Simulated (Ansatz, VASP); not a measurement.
**One calculation of CdH2O2, two programs**

The input POSCAR:

```
CdH2O2
1.0
    3.4859823679      0.0000000000      0.0000000000
   -1.7429911840      3.0189494626      0.0000000000
    0.0000000000      0.0000000000      4.6039605250
Cd H O
1 2 2
Direct
    0.0000000000      0.0000000000      0.0000000000
    0.6666666667      0.3333333333      0.5509610000
    0.3333333333      0.6666666667      0.4490390000
    0.6666666667      0.3333333333      0.7593720000
    0.3333333333      0.6666666667      0.2406280000
```

Contents of INCAR.step1:

```
PREC = Accurate
ENCUT = 520
ISMEAR = 0
SIGMA = 0.01
LREAL = F
LASPH = T
NELM = 60
NBANDS = 21
GGA = PE
ALGO = Normal
EDIFF = 1E-4
LWAVE = T
LCHARG = F
```

Contents of INCAR.step2:

```
PREC = Accurate
ENCUT = 520
EDIFF = 1E-6
ISMEAR = 0
SIGMA = 0.01
LREAL = F
LASPH = T
NELM = 60
ALGO = Normal
ISIF = 2
LWAVE = F
LCHARG = T
METAGGA = R2SCAN
LMIXTAU = T
LELF = T
LVHAR = T
NBANDS = 21
ISTART = 1
```

Contents of KPOINTS:

```
regular mesh
0
Gamma
  6 6 4
```

Input for Ansatz:

```yaml
crystal:
  lattice:
    - [3.4859823679344064, 0.0, 0.0]
    - [-1.7429911839672032, 3.0189494626292563, 0.0]
    - [0.0, 0.0, 4.603960525022351]
  atoms:
    - { symbol: Cd, position: [0.0, 0.0, 0.0] }
    - { symbol: H, position: [0.6666666666666666, 0.3333333333333333, 0.550961] }
    - { symbol: H, position: [0.3333333333333333, 0.6666666666666666, 0.449039] }
    - { symbol: O, position: [0.6666666666666666, 0.3333333333333333, 0.759372] }
    - { symbol: O, position: [0.3333333333333333, 0.6666666666666666, 0.240628] }
basis:
  ecutwfc: 500.0
kpoints:
  mp_grid:
    grid: [6, 6, 4]
hamiltonian:
  xc: r2scan
scf:
  occupations:
    method: fixed
output:
  stress: true
```

Alike in both runs: task single point; functional r2SCAN; k mesh 6 × 6 × 4; no spin polarisation.

|  | VASP | Ansatz |
| --- | --- | --- |
| version | VASP 6.6.1 | Ansatz 0.2.0 |
| potentials or method | VASP PAW PBE potentials, release 64 (Cd, H, O), cutoff 520 eV | plane waves, PAW |
| occupations | gaussian, width 0.01 eV | fixed |
| valence electrons in the cell | 26 | 34 |

Ansatz gave:

- pressure (GPa): 2.4
- traceless stress, the component that is largest in VASP (GPa): 0.43

Task: Which values does VASP return?

Result: Pressure (GPa): 3.4; traceless stress, the component that is largest in VASP (GPa): 0.94.

VASP's potentials were made for PBE, not for r2SCAN. VASP's potentials hold 26 valence electrons a cell and Ansatz's 34, so a difference there can come from the potentials and not from the codes.
